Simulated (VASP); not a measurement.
Write the native input for VASP 6.6.1 that does the following.

```yaml
Task: relaxation of cell and atoms
Functional: PBEsol
Potentials_or_basis: VASP PAW PBE potentials, release 64 (Au)
Cutoff: 500 eV
k_mesh: 10 × 10 × 10
Occupations: gaussian, width 0.1 eV
Spin: no spin polarisation
Target_pressure: 20 GPa
Dipole_correction: no
Further_INCAR_settings: ALGO = Normal; EDIFF = 1e-07; IBRION = 2; EDIFFG = -0.01; NSW = 80; ISIF = 3
```

The structure of Au lies in POSCAR:

```
Au
1.0
    0.0000000000      2.0350000000      2.0350000000
    2.0350000000      0.0000000000      2.0350000000
    2.0350000000      2.0350000000      0.0000000000
Au
1
Direct
    0.0000000000      0.0000000000      0.0000000000
```

The input as run:

INCAR

```
PREC = Accurate
ENCUT = 500
EDIFF = 1E-7
ISMEAR = 0
SIGMA = 0.1
LREAL = False
LASPH = True
NELM = 120
ALGO = Normal
ISIF = 3
LWAVE = False
LCHARG = False
GGA = PS
IBRION = 2
NSW = 80
EDIFFG = -0.01
PSTRESS = 200.0
GGA_COMPAT = False
NELMIN = 4
```

KPOINTS

```
Automatic mesh
0
Gamma
  10 10 10
```

Potentials or basis: VASP PAW PBE potentials, release 64 (Au).

Launch:

```console
$ cat potpaw_PBE.64/Au/POTCAR > POTCAR
$ mpirun -np 1 vasp_std > vasp.out
```

It gave:

The relaxed volume is 15.57 Å³/atom and the relaxed cell is a = 2.803 Å, b = 2.803 Å, c = 2.803 Å, α = 60.00°, β = 60.00°, γ = 60.00°. The space group after relaxing (to 0.05 Å) is Fm-3m (No. 225) and the energy change on relaxing (the enthalpy is what falls) is +82.0 meV/atom. The ionic steps are 5 and the pressure after relaxing is 20.0 GPa.

Caveat: the cell is relaxed towards a set pressure, so the enthalpy falls and the energy may rise; the PAW data sets were made with another functional, which shifts forces and pressure a little.

Run time: 41 s on 1 thread of Intel Xeon 8259CL (shared host), peak memory 0.15 GiB.
